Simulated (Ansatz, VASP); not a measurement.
# Two plane-wave programs on Mg6F

The input INCAR:

```
PREC     = Accurate       # precision mode
ENCUT    = 520            # plane-wave cutoff, eV
EDIFF    = 1E-6           # SCF threshold, eV
ISMEAR   = 0              # smearing method
SIGMA    = 0.1            # smearing width, eV
LREAL    = False          # projectors in reciprocal space
LASPH    = True           # aspherical terms in the spheres
NELM     = 60             # most SCF steps
ALGO     = Normal         # electronic algorithm
ISIF     = 2              # what is computed and relaxed
LWAVE    = False          # write WAVECAR
LCHARG   = False          # write CHGCAR
LDIPOL   = True         
IDIPOL   = 3            
DIPOL    = 0.5 0.5 0.318
GGA      = PE             # functional
NBANDS   = 18             # bands
```

Contents of KPOINTS:

```
regular mesh
0
Gamma
  9 4 1
```

POSCAR

```
Mg6F
1.0
    3.2034417932      0.0000000000      0.0000000000
   -1.6017208966      7.8153198520      0.0000000000
    0.0000000000      0.0000000000     20.9851131634
Mg F
6 1
Direct
    0.8493879956      0.6987759913      0.1906113143
    0.5210014932      0.0420029864      0.2197581863
    0.1926149907      0.3852299814      0.2489050583
    0.3710660944      0.7414803149      0.3283003664
    0.0426232582      0.0834482649      0.3542380799
    0.7128162912      0.4251093731      0.3805132287
    0.7128162912      0.9251093731      0.5010748849
```

Input for Ansatz:

```yaml
crystal:
  lattice:
    - [3.2034417932, 0.0, 0.0]
    - [-1.6017208966, 7.815319852, 0.0]
    - [0.0, 0.0, 20.9851131634]
  atoms:
    - { symbol: Mg, position: [0.8493879956, 0.6987759913, 0.1906113143] }
    - { symbol: Mg, position: [0.5210014932, 0.0420029864, 0.2197581863] }
    - { symbol: Mg, position: [0.1926149907, 0.3852299814, 0.2489050583] }
    - { symbol: Mg, position: [0.3710660944, 0.7414803149, 0.3283003664] }
    - { symbol: Mg, position: [0.0426232582, 0.0834482649, 0.3542380799] }
    - { symbol: Mg, position: [0.7128162912, 0.4251093731, 0.3805132287] }
    - { symbol: F, position: [0.7128162912, 0.9251093731, 0.5010748849] }
basis:
  ecutwfc: 420
kpoints:
  mp_grid: { grid: [9, 4, 1] }
hamiltonian:
  xc: pbe
scf:
  occupations: { method: gaussian, width: 0.1 }
output:
  forces: true
  eigenvalues: true
  write_density: true
  write_potential: true
  elf: true
  volumetric_format: npy
efield:
  axis: 3
  dipole_correction: true
  ramp_width: 0.04
```

Alike in both runs: task single point; functional PBE; k mesh 9 × 4 × 1; occupations gaussian, width 0.1 eV; no spin polarisation.

|  | VASP | Ansatz |
| --- | --- | --- |
| version | VASP 6.6.1 | Ansatz 0.2.0 |
| potentials or method | VASP PAW PBE potentials, release 64 (Mg, F), cutoff 520 eV | scalar-relativistic, plane waves, PAW |
| valence electrons in the cell | 19 | 67 |

|  | VASP | Ansatz | Ansatz less VASP |
| --- | --- | --- | --- |
| gap on the k mesh at the Fermi level (eV) | none | none | - |
| rms of the force components (eV/Å) | 0.326 | 0.328 | +0.0017 |

Atom by atom the forces differ by 0.003 eV/Å (rms over components). A gap of «none» marks a metal or a gap that the smearing closes. VASP's potentials hold 19 valence electrons a cell and Ansatz's 67, so a difference there can come from the potentials and not from the codes. Ansatz's warnings: xc potential rough in thin density.
